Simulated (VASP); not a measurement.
Wanted: the native input for a VASP 6.6.1 run.

```yaml
Task: single point
Functional: PBEsol
Potentials_or_basis: VASP PAW PBE potentials, release 64 (Al)
Cutoff: 500 eV
k_mesh: 8 × 8 × 8
Occupations: gaussian, width 0.1 eV
Spin: no spin polarisation
Dipole_correction: no
Further_INCAR_settings: ALGO = Normal; EDIFF = 1e-06; NBANDS = 8
```

The structure of Al lies in POSCAR:

```
Al
1.0
    0.0000000000      2.0062932835      2.0062932835
    2.0062932835      0.0000000000      2.0062932835
    2.0062932835      2.0062932835      0.0000000000
Al
1
Direct
    0.5000000000      0.5000000000      0.5000000000
```

These files were run (other wordings do the same):

INCAR

```
SYSTEM = Al
PREC = Accurate
ENCUT = 500
EDIFF = 1E-6
ISMEAR = 0
SIGMA = 0.1
LREAL = .FALSE.
LASPH = .TRUE.
NELM = 120
ALGO = Normal
ISIF = 2
LWAVE = .FALSE.
LCHARG = .TRUE.
GGA = PS
LELF = .TRUE.
LVHAR = .TRUE.
NBANDS = 8
GGA_COMPAT = .FALSE.
```

KPOINTS

```
regular mesh
0
G
  8 8 8
  0 0 0
```

Potentials or basis: VASP PAW PBE potentials, release 64 (Al).

Run with:

```sh
$ cat potpaw_PBE.64/Al/POTCAR > POTCAR
$ mpirun -np 1 vasp_std > vasp.out
```

It gave:

The pressure is 0.4 GPa.

Caveat: the PAW data sets were made with another functional, which shifts forces and pressure a little.

Wall time 7.7 s on 1 thread of AMD EPYC 7R43 64-Core Processor (Zen 3), with other jobs on the host, peak memory 0.09 GiB.
